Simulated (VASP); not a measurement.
Here is a VASP 6.6.1 calculation.

The input INCAR:

```
ALGO = Normal
EDIFF = 1E-6
ENCUT = 520
GGA = PE
ISIF = 2
ISMEAR = -1
ISYM = 0
LASPH = True
LCHARG = True
LELF = True
LREAL = False
LVHAR = True
LWAVE = False
NBANDS = 61
NELM = 80
PREC = Accurate
SIGMA = 0.05
```

The input KPOINTS:

```
Automatic mesh
0
Gamma
  1 1 1
  0.25 0.25 0.25
```

POSCAR

```
Al3Ga4N7
1.0
    5.4234100000     -0.0218160000     -0.1020990000
   -0.0218160000      5.6737360000      0.1832450000
   -0.1020990000      0.1832450000      5.4998890000
Al N Ga
3 7 4
Direct
    0.5865849242      0.4875034322      0.3025903191
    0.1620461415      0.7145475200      0.5719458136
    0.0280013721      0.4764573057      0.0867249308
    0.4499189443      0.9593572602      0.5780327300
    0.7363919816      0.2453911918      0.0840966383
    0.7895477114      0.5151539627      0.5612332620
    0.9715107618      0.9964003341      0.5852330653
    0.7665843089      0.7275765938      0.0890135634
    0.2500631931      0.4732355144      0.8345930545
    0.2529107357      0.5000394213      0.3498149162
    0.7147676510      0.9700425083      0.3412822737
    0.7210160340     -0.0132033111      0.8404255898
    0.2166049557      0.2214699065      0.5745295762
    0.6038943148      0.5018933936      0.8303524945
```

Potentials or basis: VASP PAW PBE potentials, release 64 (Al, N, Ga_d).

Launch:

```console
$ cat potpaw_PBE.64/Al/POTCAR potpaw_PBE.64/N/POTCAR potpaw_PBE.64/Ga_d/POTCAR > POTCAR
$ mpirun -np 1 vasp_std > vasp.out
```

**Question.** Estimate the pressure.

**Answer.** 3.2 GPa.

**Question.** Estimate the band gap on the k mesh.

**Answer.** 3.25 eV.

**Question.** Predict the largest force.

**Answer.** 1.665 eV/Å.

Stress tensor (GPa, compression positive):
```
 3.05 -1.35  2.67
-1.35 -1.58 -3.46
 2.67 -3.46  7.98
```

Caveat: the k points lie up to 1.16 Å⁻¹ apart.
